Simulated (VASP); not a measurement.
# Hf (Pm-3n) in VASP: notebook

Runs on Hf. Level: BLYP. Tasks: single point, relaxation of cell and atoms.

Everything below comes from runs of VASP 6.6.1. Logs are shortened: lines on timing, memory, paths and dates and some standing lists are left out, and cuts for length are marked.

### 1 The cell of the first run

Symmetry: Pm-3n, No. 223, cubic system. The conventional cell has a = 5.706 Å, b = 5.706 Å, c = 5.706 Å, α = 90.00°, β = 90.00°, γ = 90.00°. Within 4.2 Å of Hf (site symmetry m-3) lie 12 Hf at 3.19 Å. Within 3.8 Å of Hf (site symmetry -4m2) lie 14 Hf at 2.85 to 3.49 Å.

### 2 Single point, BLYP

INCAR reads:

```
  PREC = Accurate
  ENCUT = 520
  EDIFF = 1E-6
  ISMEAR = -1
  SIGMA = 0.1
  LREAL = False
  LASPH = True
  NELM = 60
  ALGO = Normal
  ISIF = 2
  LWAVE = False
  LCHARG = False
  GGA = B5
  ALDAX = 1.0
  AGGAX = 1.0
  AGGAC = 1.0
  ALDAC = 0.0
  NBANDS = 50
```

KPOINTS reads:

```
Automatic mesh
0
Gamma
  5 5 5
```

POSCAR reads:

```
Hf
1.0
    5.7060688883      0.0000000000      0.0000000000
    0.0000000000      5.7060688883      0.0000000000
    0.0000000000      0.0000000000      5.7060688883
Hf
8
Direct
    1.0000000000      0.0000000000      1.0000000000
    0.5000000000      0.5000000000      0.5000000000
    0.2500000000      1.0000000000      0.5000000000
    0.7500000000      0.0000000000      0.5000000000
    0.5000000000      0.2500000000      0.0000000000
    0.5000000000      0.7500000000      1.0000000000
    1.0000000000      0.5000000000      0.2500000000
    0.0000000000      0.5000000000      0.7500000000
```

Potentials or basis: VASP PAW PBE potentials, release 64 (Hf_pv).

On the command line:

```sh
> cat potpaw_PBE.64/Hf_pv/POTCAR > POTCAR
> mpirun -np 1 vasp_std > vasp.out
```

OUTCAR:

```text
PREC = Accurate
   ENCUT = 520
   EDIFF = 1E-6
   ISMEAR = -1
   LREAL = False
   LASPH = True
   NELM = 60
   ISIF = 2
   GGA = B5

 ion  position               nearest neighbor table
   1  0.000  0.000  0.000-   3 3.19   4 3.19   5 3.19   6 3.19   7 3.19   8 3.19   3 3.19   4 3.19
                             7 3.19   8 3.19   5 3.19   6 3.19
   2  0.500  0.500  0.500-   3 3.19   4 3.19   5 3.19   6 3.19   7 3.19   8 3.19   5 3.19   6 3.19
                             3 3.19   4 3.19   7 3.19   8 3.19
   3  0.250  0.000  0.500-   4 2.85   4 2.85   1 3.19   1 3.19   2 3.19   2 3.19   8 3.49   7 3.49
                             8 3.49   7 3.49   6 3.49   5 3.49   5 3.49   6 3.49
   4  0.750  0.000  0.500-   3 2.85   3 2.85   1 3.19   1 3.19   2 3.19   2 3.19   8 3.49   7 3.49
                             8 3.49   7 3.49   6 3.49   5 3.49   5 3.49   6 3.49
   5  0.500  0.250  0.000-   6 2.85   6 2.85   1 3.19   2 3.19   2 3.19   1 3.19   8 3.49   7 3.49
                             7 3.49   8 3.49   3 3.49   4 3.49   3 3.49   4 3.49
   6  0.500  0.750  0.000-   5 2.85   5 2.85   1 3.19   2 3.19   2 3.19   1 3.19   8 3.49   7 3.49
                             7 3.49   8 3.49   3 3.49   4 3.49   3 3.49   4 3.49
   7  0.000  0.500  0.250-   8 2.85   8 2.85   1 3.19   2 3.19   1 3.19   2 3.19   3 3.49   4 3.49
                             5 3.49   3 3.49   4 3.49   6 3.49   5 3.49   6 3.49
   8  0.000  0.500  0.750-   7 2.85   7 2.85   1 3.19   2 3.19   1 3.19   2 3.19   3 3.49   4 3.49
                             5 3.49   3 3.49   4 3.49   6 3.49   5 3.49   6 3.49

  LATTYP: Found a simple cubic cell.
 ALAT       =     5.7060688883

  Lattice vectors:

 A1 = (   5.7060688883,   0.0000000000,   0.0000000000)
 A2 = (   0.0000000000,   5.7060688883,   0.0000000000)
 A3 = (   0.0000000000,   0.0000000000,   5.7060688883)

Analysis of symmetry for initial positions (statically):
=====================================================================
 Subroutine PRICEL returns:
 Original cell was already a primitive cell.

 Routine SETGRP: Setting up the symmetry group for a
 simple cubic supercell.

 Subroutine GETGRP returns: Found 48 space group operations
 (whereof 24 operations were pure point group operations)
 out of a pool of 48 trial point group operations.

The static configuration has the point symmetry T_h .
 The point group associated with its full space group is O_h .

Analysis of symmetry for dynamics (positions and initial velocities):
=====================================================================
 Subroutine PRICEL returns:
 Original cell was already a primitive cell.

 Routine SETGRP: Setting up the symmetry group for a
 simple cubic supercell.

 Subroutine GETGRP returns: Found 48 space group operations
 (whereof 24 operations were pure point group operations)
 out of a pool of 48 trial point group operations.

The dynamic configuration has the point symmetry T_h .
 The point group associated with its full space group is O_h .

 Subroutine INISYM returns: Found 48 space group operations
 (whereof 24 operations are pure point group operations),
 and found     1 'primitive' translations

----------------------------------------------------------------------------------------

                                     Primitive cell

  volume of cell :     185.7852

  direct lattice vectors                    reciprocal lattice vectors
     5.706068888  0.000000000  0.000000000     0.175252003  0.000000000  0.000000000
     0.000000000  5.706068888  0.000000000     0.000000000  0.175252003  0.000000000
     0.000000000  0.000000000  5.706068888     0.000000000  0.000000000  0.175252003

  length of vectors
     5.706068888  5.706068888  5.706068888     0.175252003  0.175252003  0.175252003

  position of ions in fractional coordinates (direct lattice)
     0.000000000  0.000000000  0.000000000
     0.500000000  0.500000000  0.500000000
     0.250000000  0.000000000  0.500000000
     0.750000000  0.000000000  0.500000000
     0.500000000  0.250000000  0.000000000
     0.500000000  0.750000000  0.000000000
     0.000000000  0.500000000  0.250000000
     0.000000000  0.500000000  0.750000000

  ion indices of the primitive-cell ions
   primitive index   ion index
                 1           1
                 2           2
                 3           3
                 4           4
                 5           5
                 6           6
                 7           7
                 8           8

----------------------------------------------------------------------------------------

 KPOINTS: Automatic mesh

Automatic generation of k-mesh.
 Grid dimensions read from file:
 generate k-points for:    5    5    5

 Generating k-lattice:

  Cartesian coordinates                     Fractional coordinates (reciprocal lattice)
     0.035050401  0.000000000  0.000000000     0.200000000  0.000000000  0.000000000
     0.000000000  0.035050401  0.000000000     0.000000000  0.200000000  0.000000000
     0.000000000  0.000000000  0.035050401     0.000000000  0.000000000  0.200000000

  Length of vectors
     0.035050401  0.035050401  0.035050401

  Shift w.r.t. Gamma in fractional coordinates (k-lattice)
     0.000000000  0.000000000  0.000000000

 Subroutine IBZKPT returns following result:
 ===========================================

 Found     10 irreducible k-points:

 Following reciprocal coordinates:
            Coordinates               Weight
  0.000000  0.000000  0.000000      1.000000
  0.200000  0.000000  0.000000      6.000000
  0.400000  0.000000  0.000000      6.000000
  0.200000  0.200000  0.000000     12.000000
  0.400000  0.200000  0.000000     24.000000
  0.400000  0.400000  0.000000     12.000000
  0.200000  0.200000  0.200000      8.000000
  0.400000  0.200000  0.200000     24.000000
  0.400000  0.400000  0.200000     24.000000
  0.400000  0.400000  0.400000      8.000000
   k-points           NKPTS =     10   k-points in BZ     NKDIM =     10   number of bands    NBANDS=     50
   number of dos      NEDOS =    301   number of ions     NIONS =      8
   total plane-waves  NPLWV =  74088
   dimension x,y,z NGX =    42 NGY =   42 NGZ =   42
   dimension x,y,z NGXF=    84 NGYF=   84 NGZF=   84
   ions per type =               8
   NGX,Y,Z   is equivalent  to a cutoff of  12.24, 12.24, 12.24 a.u.
   NGXF,Y,Z  is equivalent  to a cutoff of  24.47, 24.47, 24.47 a.u.
 SYSTEM =  unknown system
   PREC   = accura    normal or accurate (medium, high low for compatibility)
   ISTART =      0    job   : 0-new  1-cont  2-samecut
   ICHARG =      2    charge: 1-file 2-atom 10-const
   ISPIN  =      1    spin polarized calculation?
   LNONCOLLINEAR =      F non collinear calculations
   LSORBIT =      F    spin-orbit coupling
   LASPH  =      T    aspherical Exc in radial PAW
   ENCUT  =  520.0 eV  38.22 Ry    6.18 a.u.  10.61 10.61 10.61*2*pi/ulx,y,z
   NELM   =     60;   NELMIN=  2; NELMDL= -5     # of ELM steps
   EDIFF  = 0.1E-05   stopping-criterion for ELM
   LREAL  =      F    real-space projection
   EDIFFG = 0.1E-04   stopping-criterion for IOM
   NSW    =      0    number of steps for IOM
   IBRION =     -1    ionic relax: 0-MD 1-quasi-New 2-CG
   NFREE  =      0    steps in history (QN), initial steepest desc. (CG)
   ISIF   =      2    stress and relaxation
   ISYM   =      2    0-nonsym 1-usesym 2-fastsym
   POTIM  = 0.5000    time-step for ionic-motion
   TEBEG  =    0.0;   TEEND  =   0.0 temperature during run
   PSTRESS=    0.0 pullay stress
   NELECT =      80.0000    total number of electrons
   NUPDOWN=      -1.0000    fix difference up-down
   EMIN   =  10.00;   EMAX   =-10.00  energy-range for DOS
   EFERMI =   0.00;   METHOD = LEGACY
   ISMEAR =    -1;   SIGMA  =   0.10  broadening in eV -4-tet -1-fermi 0-gaus
   EFERMI_NEDOS =   21; number of points for ismear=-14 and -15
   IALGO  =     38    algorithm
   IMIX   =      4    mixing-type and parameters
     AMIX     =   0.40;   BMIX     =  1.00
     AMIX_MAG =   1.60;   BMIX_MAG =  1.00
  volume/ion in A,a.u.               =      23.22       156.72
  Fermi-wavevector in a.u.,A,eV,Ry     =   1.236235  2.336146 20.793482  1.528278
  Thomas-Fermi vector in A             =   2.370852
   LORBIT       =      0    0 simple, 1 ext, 2 COOP (PROOUT), +10 PAW based schemes
   GGA     = B5    functional components
   LHFCALC =     F    Hartree Fock is set to
   AEXX    =    0.0000 exact exchange contribution
   IVDW    =     0    specifies the selected vdW correction
   LEPSILON=     F    determine dielectric tensor
   LRPA    =     F    only Hartree local field effects (RPA)
 non-spin polarized calculation
  energy-cutoff  :      520.00
  volume of cell :      185.79
 maximum number of plane-waves:      5025
   NGX = 21   NGY = 21   NGZ = 21

 number of electron      80.0000043 magnetization

 Free energy of the ion-electron system (eV)
  ---------------------------------------------------
  ext. energy  EPLUGINS =         0.00000000
  ---------------------------------------------------
  free energy    TOTEN  =       -67.47981094 eV

  energy without entropy =      -66.89120105  energy(sigma->0) =      -67.18550599

 E-fermi :   4.7217     XC(G=0): -10.5214

 val. band max:        4.7052706500   @ k =   0.4000   0.4000   0.2000
 cond. band min:       4.7442147073   @ k =   0.2000   0.2000   0.0000
 fundamental gap:      0.0389440573
 Fermi energy:         4.7216745544

 k-point     1 :       0.0000    0.0000    0.0000
  band No.  band energies     occupation
      1     -25.9092      2.00000
      2     -25.9092      2.00000
      3     -25.8248      2.00000
      4     -25.6644      2.00000
      5     -25.6644      2.00000
      6     -25.6644      2.00000
[... 42 lines left out ...]
     49       6.3485      0.00000
     50       8.1129      0.00000
[... 475 lines left out ...]
     49       7.4368      0.00000
     50       7.4368      0.00000

------------------------ aborting loop because EDIFF is reached ----------------------------------------

  FORCE on cell =-STRESS in cart. coord.  units (eV):
  Direction    XX          YY          ZZ          XY          YZ          ZX
  --------------------------------------------------------------------------------------
  -------------------------------------------------------------------------------------
  Total       -0.0326294     -0.0326294     -0.0326294     -0.0000000      0.0000000      0.0000000
  in kB       -0.2813899     -0.2813899     -0.2813899     -0.0000000      0.0000000      0.0000000
  external PRESSURE =      -0.2813899 kB  Pullay stress =       0.0000000 kB

 VOLUME and BASIS-vectors are now :
 -----------------------------------------------------------------------------
  energy-cutoff  :      520.00
  volume of cell :      185.79
      direct lattice vectors                 reciprocal lattice vectors
     5.706068888  0.000000000  0.000000000     0.175252003  0.000000000  0.000000000
     0.000000000  5.706068888  0.000000000     0.000000000  0.175252003  0.000000000
     0.000000000  0.000000000  5.706068888     0.000000000  0.000000000  0.175252003

 POSITION                                       TOTAL-FORCE (eV/Angst)
 -----------------------------------------------------------------------------------
      0.00000      0.00000      0.00000        -0.000000      0.000000     -0.000000
      2.85303      2.85303      2.85303        -0.000000      0.000000     -0.000000
      1.42652      0.00000      2.85303         0.000000     -0.000000      0.000000
      4.27955      0.00000      2.85303        -0.000000      0.000000      0.000000
      2.85303      1.42652      0.00000        -0.000000      0.000000     -0.000000
      2.85303      4.27955      0.00000         0.000000     -0.000000      0.000000
      0.00000      2.85303      1.42652        -0.000000     -0.000000      0.000000
      0.00000      2.85303      4.27955        -0.000000     -0.000000     -0.000000
 -----------------------------------------------------------------------------------
    total drift:                                0.000000     -0.000000     -0.000000

  FREE ENERGIE OF THE ION-ELECTRON SYSTEM (eV)
  ---------------------------------------------------
  free  energy   TOTEN  =       -67.4798109379 eV

  energy  without entropy=      -66.8912010483  energy(sigma->0) =      -67.18550599
```

Run time: 2.3 min. Hardware: 1 thread of Intel Xeon 6975P-C, shared host; peak memory 0.28 GiB.

What came out:

```
Free energy            : -67.4798 eV
Pressure               : 0.0 GPa
Band gap on the k mesh : zero (band 40 reaches 4.80 eV, above the bottom of band 41 at 4.30 eV)
```

Caveat: the PAW data sets were made with another functional, which shifts forces and pressure a little; spin-orbit coupling is left out, which moves the levels of the heavy elements.

### 3 Single point, BLYP

INCAR reads:

```
SYSTEM = Hf
PREC = Accurate
ENCUT = 520
EDIFF = 1E-6
ISMEAR = -1
SIGMA = 0.1
LREAL = .False.
LASPH = .True.
NELM = 100
ALGO = Normal
ISIF = 2
LWAVE = .False.
LCHARG = .False.
GGA = B5
ALDAX = 1.0
AGGAX = 1.0
AGGAC = 1.0
ALDAC = 0.0
NBANDS = 50
```

KPOINTS reads:

```
regular mesh
0
Gamma
  6 6 6
  0 0 0
```

POSCAR is that of step 2.

Potentials or basis: VASP PAW PBE potentials, release 64 (Hf_pv).

On the command line:

```sh
> cat potpaw_PBE.64/Hf_pv/POTCAR > POTCAR
> mpirun -np 1 vasp_std > vasp.out
```

It took 3.7 min on 1 thread of Intel Xeon 6975P-C, shared host; peak memory 0.32 GiB.

Results (log left out):

- Free energy: -67.4808 eV
- Pressure: 0.0 GPa
- Band gap on the k mesh: zero (band 40 reaches 4.81 eV, above the bottom of band 41 at 4.30 eV)

Levels at points of the mesh, in eV from the Fermi level:
```csv
k point,band 37,band 38,band 39,band 40,band 41,band 42,band 43,band 44
"(0.00, 0.00, 0.00)",-0.69,-0.69,-0.43,-0.43,-0.43,-0.08,0.06,0.06
"(0.50, 0.00, 0.00)",-0.22,-0.22,-0.07,-0.07,0.05,0.05,0.35,0.35
"(0.50, 0.50, 0.00)",-0.12,-0.12,-0.09,0.01,0.01,0.10,0.10,0.76
"(0.50, 0.50, 0.50)",0.05,0.05,0.05,0.05,0.05,0.05,0.60,0.60
```

Caveat: the PAW data sets were made with another functional, which shifts forces and pressure a little; spin-orbit coupling is left out, which moves the levels of the heavy elements.

### 4 Relaxation of cell and atoms, BLYP

This run uses another cell than the first one, of 22.38 Å³/atom, 0.964 times its volume.

INCAR reads:

```
PREC = Accurate
ENCUT = 600
EDIFF = 1E-6
ISMEAR = -1
SIGMA = 0.1
LREAL = False
LASPH = True
NELM = 80
ALGO = Normal
ISIF = 3
LWAVE = False
LCHARG = False
GGA = B5
ALDAX = 1.0
AGGAX = 1.0
AGGAC = 1.0
ALDAC = 0.0
IBRION = 2
NSW = 80
EDIFFG = -0.01
```

KPOINTS reads:

```
regular mesh
0
Gamma
  5 5 5
```

POSCAR reads:

```
Hf
1.0
    5.6361846402      0.0000000000      0.0000000000
    0.0000000000      5.6361846402      0.0000000000
    0.0000000000      0.0000000000      5.6361846402
Hf
8
Direct
    0.0000000000      0.0000000000      0.0000000000
    0.5000000000      0.5000000000      0.5000000000
    0.2500000000      0.0000000000      0.5000000000
    0.7500000000      0.0000000000      0.5000000000
    0.5000000000      0.2500000000      0.0000000000
    0.5000000000      0.7500000000      0.0000000000
    0.0000000000      0.5000000000      0.2500000000
    0.0000000000      0.5000000000      0.7500000000
```

On the command line:

```sh
> cat potpaw_PBE.64/Hf_pv/POTCAR > POTCAR
> mpirun -np 1 vasp_std > vasp.out
```

Run time: 7.5 min. Hardware: 1 thread of Intel Xeon 6975P-C, shared host; peak memory 0.37 GiB.

Results (log left out):

```yaml
Free_energy: -67.4782 eV
Relaxed_volume: 23.22 Å³/atom
Relaxed_cell: a = 5.706 Å, b = 5.706 Å, c = 5.706 Å, α = 90.00°, β = 90.00°, γ = 90.00°
Space_group_after_relaxing_to_0.05_Å: Pm-3n (No. 223)
Energy_gained_by_relaxing: 9.0 meV/atom
Ionic_steps: 3
Pressure_after_relaxing: 0.0 GPa
Band_gap_on_the_k_mesh: zero (band 40 reaches 4.80 eV, above the bottom of band 41 at 4.30 eV)
```

Step by step:
```tsv
step	energy change (eV)	largest force (eV/Å)	pressure (GPa)	volume (Å³)
1	0.0000	0.0000	3.56	179.04
2	-0.0099	0.0000	-2.98	192.25
3	-0.0723	0.0000	-0.03	185.75
```

Final structure:
```cif
data_structure
_symmetry_space_group_name_H-M 'P 1'
_symmetry_Int_Tables_number 1
_cell_length_a 5.7057
_cell_length_b 5.7057
_cell_length_c 5.7057
_cell_angle_alpha 90.000
_cell_angle_beta 90.000
_cell_angle_gamma 90.000
_cell_volume 185.75
loop_
_atom_site_label
_atom_site_type_symbol
_atom_site_fract_x
_atom_site_fract_y
_atom_site_fract_z
_atom_site_occupancy
Hf1 Hf 0.00000 0.00000 0.00000 1
Hf2 Hf 0.50000 0.50000 0.50000 1
Hf3 Hf 0.25000 0.00000 0.50000 1
Hf4 Hf 0.75000 0.00000 0.50000 1
Hf5 Hf 0.50000 0.25000 0.00000 1
Hf6 Hf 0.50000 0.75000 0.00000 1
Hf7 Hf 0.00000 0.50000 0.25000 1
Hf8 Hf 0.00000 0.50000 0.75000 1
```

Levels at points of the mesh, in eV from the Fermi level:
| k point | band 37 | band 38 | band 39 | band 40 | band 41 | band 42 | band 43 | band 44 | band 45 | band 46 |
| --- | --- | --- | --- | --- | --- | --- | --- | --- | --- | --- |
| (0.00, 0.00, 0.00) | -0.68 | -0.68 | -0.43 | -0.43 | -0.43 | -0.07 | 0.07 | 0.07 | 1.10 | 1.10 |

Caveat: the PAW data sets were made with another functional, which shifts forces and pressure a little; spin-orbit coupling is left out, which moves the levels of the heavy elements.

### 5 The runs side by side

```csv
task,cell,k mesh,cutoff (eV),gap on the mesh (eV),pressure (GPa)
single point,"a = 5.706 Å, 8 atoms",5 × 5 × 5,520,none,0.0
single point,"a = 5.706 Å, 8 atoms",6 × 6 × 6,520,none,0.0
relaxation of cell and atoms,"relaxed from a = 5.636 Å, 8 atoms",5 × 5 × 5,600,none,0.0
```

Alike in all rows: level BLYP; potentials or basis VASP PAW PBE potentials, release 64 (Hf_pv); no spin polarisation; smearing fermi-dirac 0.1 eV.

Caveats: the PAW data sets were made with another functional, which shifts forces and pressure a little; spin-orbit coupling is left out, which moves the levels of the heavy elements.

Total energies depend on the potentials used, so only differences within one code and one set of settings carry meaning.
